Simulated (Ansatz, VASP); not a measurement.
# Two plane-wave programs on W

```
W
1.0
    -1.56897    1.56897    1.56897
     1.56897   -1.56897    1.56897
     1.56897    1.56897   -1.56897
W
1
Direct
  0.00000 0.00000 0.00000
```

Alike in both runs: functional LDA; k mesh 8 × 8 × 8; occupations gaussian, width 0.1 eV; no spin polarisation.

Ansatz relaxed the structure, and its values are those at the end. VASP's run is a single point on that final structure, the one shown.

|  | VASP | Ansatz |
| --- | --- | --- |
| version | VASP 6.6.1 | Ansatz 0.2.0 |
| potentials or method | VASP PAW LDA potentials, release 64 (W_sv), cutoff 520 eV | scalar-relativistic, plane waves, PAW |
| valence electrons in the cell | 14 | 14 |

Ansatz gave:

* gap on the k mesh at the Fermi level (eV): none
* pressure (GPa): 0.0

Problem. Estimate VASP's values.

Solution. gap on the k mesh at the Fermi level (eV): none; pressure (GPa): 1.9.

Ansatz warns that its potentials were made for another functional, while VASP's fit it. LDA's correlation is that of Perdew and Zunger in VASP and of Perdew and Wang (1992) in Ansatz. A gap of «none» marks a metal or a gap that the smearing closes.

Neither program's run includes spin-orbit coupling.
